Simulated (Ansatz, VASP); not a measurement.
LaAl3Ag in VASP and in Ansatz

Contents of INCAR:

```
SYSTEM = LaAl3Ag
PREC = Accurate ; ENCUT = 600
EDIFF = 1E-7 ; ISMEAR = 0
SIGMA = 0.1 ; LREAL = .FALSE.
LASPH = .TRUE. ; NELM = 100
ALGO = Normal ; ISIF = 3
LWAVE = .FALSE. ; LCHARG = .FALSE.
GGA = PE ; IBRION = 2
NSW = 100 ; EDIFFG = -0.05
```

File KPOINTS:

```
regular mesh
0
G
  4 4 4
  0 0 0
```

The input POSCAR:

```
LaAl3Ag
1.0
    3.1256000000     -5.4333000000      0.0000000000
    3.1256000000      5.4333000000      0.0000000000
    0.0000000000      0.0000000000      6.1515000000
La Al Ag
2 6 2
Direct
    0.2314966300      0.7685033700      0.2500000000
    0.7685033700      0.2314966300      0.7500000000
    0.6636942300      0.3363057700      0.2500000000
    0.3363057700      0.6636942300      0.7500000000
    0.7142785200      0.7142785200      0.5000000000
    0.7142785200      0.7142785200      0.0000000000
    0.2857214800      0.2857214800      0.5000000000
    0.2857214800      0.2857214800      0.0000000000
    0.9047548300      0.0952451700      0.2500000000
    0.0952451700      0.9047548300      0.7500000000
```

Input for Ansatz:

```yaml
crystal:
  lattice:
    - [3.1256, -5.4333, 0.0]
    - [3.1256, 5.4333, 0.0]
    - [0.0, 0.0, 6.1515]
  atoms:
    - { symbol: La, position: [0.23149663, 0.76850337, 0.25] }
    - { symbol: La, position: [0.76850337, 0.23149663, 0.75] }
    - { symbol: Al, position: [0.66369423, 0.33630577, 0.25] }
    - { symbol: Al, position: [0.33630577, 0.66369423, 0.75] }
    - { symbol: Al, position: [0.71427852, 0.71427852, 0.5] }
    - { symbol: Al, position: [0.71427852, 0.71427852, 0.0] }
    - { symbol: Al, position: [0.28572148, 0.28572148, 0.5] }
    - { symbol: Al, position: [0.28572148, 0.28572148, 0.0] }
    - { symbol: Ag, position: [0.90475483, 0.09524517, 0.25] }
    - { symbol: Ag, position: [0.09524517, 0.90475483, 0.75] }
basis:
  ecutwfc: 420
kpoints:
  mp_grid: { grid: [4, 4, 4] }
hamiltonian:
  xc: pbe
scf:
  occupations: { method: gaussian, width: 0.1 }
output:
  forces: true
  stress: true
  eigenvalues: true
relax:
  adjacent_minimum: "off"
  f_tol: 0.05
  max_steps: 80
  cell: { stress_tol: 0.5 }
```

Alike in both runs: task relaxation of cell and atoms; functional PBE; k mesh 4 × 4 × 4; occupations gaussian, width 0.1 eV; no spin polarisation.

|  | VASP | Ansatz |
| --- | --- | --- |
| version | VASP 6.6.1 | Ansatz 0.2.0 |
| potentials or method | VASP PAW PBE potentials, release 64 (La, Al, Ag), cutoff 600 eV | scalar-relativistic, plane waves, PAW |
| valence electrons in the cell | 62 | 78 |

|  | VASP | Ansatz | Ansatz less VASP |
| --- | --- | --- | --- |
| gap on the k mesh at the Fermi level, each at its own relaxed structure (eV) | none | none | - |
| relaxed volume (Å³/atom) | 21.23 | 21.17 | -0.059 |
| relaxed cell length with the largest relative difference (Å) | 6.265 | 6.245 | -0.0203 |

A gap of «none» marks a metal or a gap that the smearing closes. VASP's potentials hold 62 valence electrons a cell and Ansatz's 78, so a difference there can come from the potentials and not from the codes.

Spin-orbit coupling is off throughout.
